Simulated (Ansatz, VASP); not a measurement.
One calculation of Ba, two programs

Contents of INCAR:

```
PREC = Accurate
ENCUT = 520
EDIFF = 1E-6
ISMEAR = 0
SIGMA = 0.15
LREAL = False
LASPH = True
NELM = 100
ALGO = Fast
ISIF = 2
LWAVE = False
LCHARG = False
GGA = CA
NBANDS = 11
```

Contents of KPOINTS:

```
Automatic mesh
0
Gamma
  14 14 14
```

Contents of POSCAR:

```
Ba
1.0
    0.0242449875      3.2326650028      3.2326650028
    3.2569099903      0.0000000000      3.2569099903
    3.2326650028      3.2326650028      0.0242449875
Ba
1
Direct
    0.0000000000      0.0000000000      0.0000000000
```

Input for Ansatz:

```yaml
crystal:
  lattice:
    - [0.0242449875, 3.2326650028, 3.2326650028]
    - [3.2569099903, 0.0, 3.2569099903]
    - [3.2326650028, 3.2326650028, 0.0242449875]
  atoms:
    - { symbol: Ba, position: [0.0, 0.0, 0.0] }
basis:
  ecutwfc: 420
kpoints:
  mp_grid: { grid: [14, 14, 14] }
hamiltonian:
  xc: lda
scf:
  occupations: { method: gaussian, width: 0.15 }
output:
  forces: true
  stress: true
  eigenvalues: true
```

Change from the starting cell: strain +0.0150 x Voigt [0, 0, 0, 0, 1, 0], atoms carried along.

Alike in both runs: task single point; functional LDA; k mesh 14 × 14 × 14; occupations gaussian, width 0.15 eV; no spin polarisation.

```csv
,VASP,Ansatz
version,VASP 6.6.1,Ansatz 0.2.0
potentials or method,"VASP PAW LDA potentials, release 64 (Ba_sv), cutoff 520 eV","scalar-relativistic, plane waves, PAW"
valence electrons in the cell,10,10
```

|  | VASP | Ansatz | Ansatz less VASP |
| --- | --- | --- | --- |
| gap on the k mesh at the Fermi level (eV) | none | none | - |
| pressure (GPa) | -1.6 | -1.6 | -0.02 |
| traceless stress, the component that is largest in VASP (GPa) | -0.12 | -0.12 | 0.000 |

LDA's correlation is that of Perdew and Zunger in VASP and of Perdew and Wang (1992) in Ansatz. A gap of «none» marks a metal or a gap that the smearing closes.

Neither program's run includes spin-orbit coupling.
